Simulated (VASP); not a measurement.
Here is a VASP 6.6.1 calculation.

The input INCAR:

```
PREC = Accurate
ENCUT = 520
EDIFF = 1E-8
ISMEAR = -1
SIGMA = 0.05
LREAL = False
LASPH = True
NELM = 60
ALGO = Normal
ISIF = 2
LWAVE = False
LCHARG = False
GGA = PE
LEFG = True
NBANDS = 18
```

Contents of KPOINTS:

```
regular mesh
0
Gamma
  13 13 13
```

POSCAR

```
Si2W
1.0
   -1.6060000000      1.6060000000      3.9400000000
    1.6060000000     -1.6060000000      3.9400000000
    1.6060000000      1.6060000000     -3.9400000000
Si W
2 1
Direct
    0.3330000000      0.3330000000      0.0000000000
    0.6670000000      0.6670000000      0.0000000000
    0.0000000000      0.0000000000      0.0000000000
```

Potentials or basis: VASP PAW PBE potentials, release 64 (Si, W_sv).

Launch:

```sh
$ cat potpaw_PBE.64/Si/POTCAR potpaw_PBE.64/W_sv/POTCAR > POTCAR
$ mpirun -np 1 vasp_std > vasp.out
```

Question: Estimate the largest force.

Answer: 0.216 eV/Å.

Question: Predict the band gap on the k mesh.

Answer: Zero (bands 11 and 12 overlap by 1.27 eV).

Forces in eV/Å, atoms in the order of the input:
```
Si   0.000  0.000  0.216
Si   0.000  0.000 -0.216
W    0.000  0.000  0.000
```

Caveat: without QUAD_EFG the Cq values of the log hold for a quadrupole moment of 1 mb, not for the nuclei; spin-orbit coupling is left out, which moves the levels of the heavy elements.
